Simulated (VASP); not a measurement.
# TiSi2 (Fddd) in VASP: notebook, part 2 of 2

VASP 6.6.1. The steps go on from the part before.

## 4. Single point, PBEsol

This run uses another cell than the first one, of 14.40 Å³/atom.

The input, INCAR:

```
SYSTEM = TiSi2
PREC = Accurate
ENCUT = 520
EDIFF = 1E-7
ISMEAR = -1
SIGMA = 0.02
LREAL = .False.
LASPH = .True.
NELM = 100
ALGO = Normal
ISIF = 2
LWAVE = .False.
LCHARG = .False.
GGA = PS
NBANDS = 29
```

The input, KPOINTS:

```
Automatic mesh
0
Gamma
  9 9 9
  0 0 0
```

The input, POSCAR:

```
TiSi2
1.0
    0.0000000000      4.1582864460      4.3051074898
    2.4131720267      0.0000000000      4.3051074898
    2.4131720267      4.1582864460      0.0000000000
Ti Si
2 4
Direct
    0.7500000000      0.7500000000      0.7500000000
    0.5000000000      0.5000000000      0.5000000000
    0.4125656100      0.0874343900      0.4125656100
    0.0874343900      0.4125656100      0.0874343900
    0.1625656100      0.8374343900      0.1625656100
    0.8374343900      0.1625656100      0.8374343900
```

Potentials or basis: VASP PAW PBE potentials, release 64 (Ti_sv, Si).

Launch:

```
$ cat potpaw_PBE.64/Ti_sv/POTCAR potpaw_PBE.64/Si/POTCAR > POTCAR
$ mpirun -np 1 vasp_std > vasp.out
```

OUTCAR:

```text
SYSTEM = TiSi2
   PREC = Accurate
   ENCUT = 520
   EDIFF = 1E-7
   ISMEAR = -1
   LREAL = .False.
   LASPH = .True.
   NELM = 100
   ISIF = 2
   GGA = PS

 ion  position               nearest neighbor table
   1  0.750  0.750  0.750-   6 2.57   5 2.57   6 2.57   5 2.57   3 2.77   3 2.77   4 2.77   4 2.77
                             3 2.81   4 2.81
   2  0.500  0.500  0.500-   4 2.57   3 2.57   4 2.57   3 2.57   5 2.77   5 2.77   6 2.77   6 2.77
                             5 2.81   6 2.81
   3  0.413  0.087  0.413-   6 2.55   6 2.55   2 2.57   2 2.57   4 2.70   1 2.77   1 2.77   1 2.81
                             4 2.82   4 2.82
   4  0.087  0.413  0.087-   5 2.55   5 2.55   2 2.57   2 2.57   3 2.70   1 2.77   1 2.77   1 2.81
                             3 2.82   3 2.82
   5  0.163  0.837  0.163-   4 2.55   4 2.55   1 2.57   1 2.57   6 2.70   2 2.77   2 2.77   2 2.81
                             6 2.82   6 2.82
   6  0.837  0.163  0.837-   3 2.55   3 2.55   1 2.57   1 2.57   5 2.70   2 2.77   2 2.77   2 2.81
                             5 2.82   5 2.82

  LATTYP: Found a face centered orthorhombic cell.
 ALAT       =     4.8263440534
 B/A-ratio  =     1.7231620456
 C/A-ratio  =     1.7840035614

  Lattice vectors:

[... 192 lines left out ...]
 fundamental gap:      0.0270642041
 Fermi energy:         9.7509008604

 k-point     1 :       0.0000    0.0000    0.0000
  band No.  band energies     occupation
      1     -46.3666      2.00000
      2     -46.3411      2.00000
      3     -22.8362      2.00000
      4     -22.8288      2.00000
      5     -22.7496      2.00000
      6     -22.7359      2.00000
[... 757 lines left out ...]
     28      13.2781      0.00000
     29      13.3686      0.00000

 [... further k-points ...]

------------------------ aborting loop because EDIFF is reached ----------------------------------------

  FORCE on cell =-STRESS in cart. coord.  units (eV):
  Direction    XX          YY          ZZ          XY          YZ          ZX
  --------------------------------------------------------------------------------------
  -------------------------------------------------------------------------------------
  Total       -3.1229592     -3.3249240     -3.0987192      0.0000000      0.0000000      0.0000000
  in kB      -57.9108870    -61.6560401    -57.4613893      0.0000000      0.0000000      0.0000000
  external PRESSURE =     -59.0094388 kB  Pullay stress =       0.0000000 kB

 VOLUME and BASIS-vectors are now :
 -----------------------------------------------------------------------------
  energy-cutoff  :      520.00
  volume of cell :       86.40
      direct lattice vectors                 reciprocal lattice vectors
     0.000000000  4.158286446  4.305107490    -0.207196169  0.120241837  0.116141119
     2.413172027  0.000000000  4.305107490     0.207196169 -0.120241837  0.116141119
     2.413172027  4.158286446  0.000000000     0.207196169  0.120241837 -0.116141119

 POSITION                                       TOTAL-FORCE (eV/Angst)
 -----------------------------------------------------------------------------------
      3.61976      6.23743      6.45766         0.000000     -0.000000     -0.000000
      2.41317      4.15829      4.30511         0.000000     -0.000000      0.000000
      1.20659      3.43113      2.15255         0.000000      0.032845     -0.000000
      1.20659      0.72715      2.15255         0.000000     -0.032845     -0.000000
      2.41317      1.35199      4.30511         0.000000      0.032845      0.000000
      2.41317      6.96458      4.30511         0.000000     -0.032845      0.000000
 -----------------------------------------------------------------------------------
    total drift:                               -0.000000     -0.000000     -0.000000

  FREE ENERGIE OF THE ION-ELECTRON SYSTEM (eV)
  ---------------------------------------------------
  free  energy   TOTEN  =       -43.6094273353 eV

  energy  without entropy=      -43.6064562609  energy(sigma->0) =      -43.60794180
```

stdout:

```text
POSCAR found type information on POSCAR TiSi
 POSCAR found :  2 types and       6 ions
 scaLAPACK will be used
 -----------------------------------------------------------------------------
|                                                                             |
|                                                                             |
|     You enforced a specific xc type in the INCAR file but a different       |
|     I HOPE YOU KNOW WHAT YOU ARE DOING!                                     |
|                                                                             |
 -----------------------------------------------------------------------------

 LDA part: xc-table for (Slater+PW92), standard interpolation
 POSCAR, INCAR and KPOINTS ok, starting setup
 FFT: planning ... GRIDC
 FFT: planning ... GRID_SOFT
 FFT: planning ... GRID
 WAVECAR not read
 entering main loop
```

Wall time 12 min (1 thread of Intel Xeon 8259CL, shared host); peak memory 0.42 GiB.

Results:

| Property | Result |
| --- | --- |
| Free energy | -43.6094 eV |
| Pressure | -5.9 GPa |
| Largest force | 0.033 eV/Å |
| Band gap on the k mesh | zero (bands 20 and 21 overlap by 1.74 eV) |

Forces in eV/Å, atoms in the order of the input:
```
Ti   0.000  0.000  0.000
Ti   0.000  0.000  0.000
Si   0.000  0.033  0.000
Si   0.000 -0.033  0.000
Si   0.000  0.033  0.000
Si   0.000 -0.033  0.000
```

Stress tensor (GPa, compression positive):
```
-5.79  0.00  0.00
 0.00 -6.17  0.00
 0.00  0.00 -5.75
```

Caveat: the cell stands under tension; the PAW data sets were made with another functional, which shifts forces and pressure a little.

## 5. Summary

```tsv
cell	gap on the mesh (eV)	pressure (GPa)	largest force (eV/Å)
a = 5.867, b = 4.838, c = 4.713 Å, angles 75.8, 53.1, 51.1°, 6 atoms	none	3.0	0.07
a = 5.927, b = 4.887, c = 4.761 Å, angles 75.8, 53.1, 51.1°, 6 atoms	none	-1.8	0.05
a = 5.985, b = 4.935, c = 4.808 Å, angles 75.8, 53.1, 51.1°, 6 atoms	none	-5.9	0.03
```

Alike in all rows: task single point; level PBEsol; potentials or basis VASP PAW PBE potentials, release 64 (Ti_sv, Si); no spin polarisation; k mesh 9 × 9 × 9; cutoff (eV) 520; smearing fermi-dirac 0.02 eV.

Caveats: the PAW data sets were made with another functional, which shifts forces and pressure a little; the cell stands under tension (at least some runs).

Total energies depend on the potentials used, so only differences within one code and one set of settings carry meaning.

The gap in the log of VASP goes by the Fermi energy; the results here count the filled bands.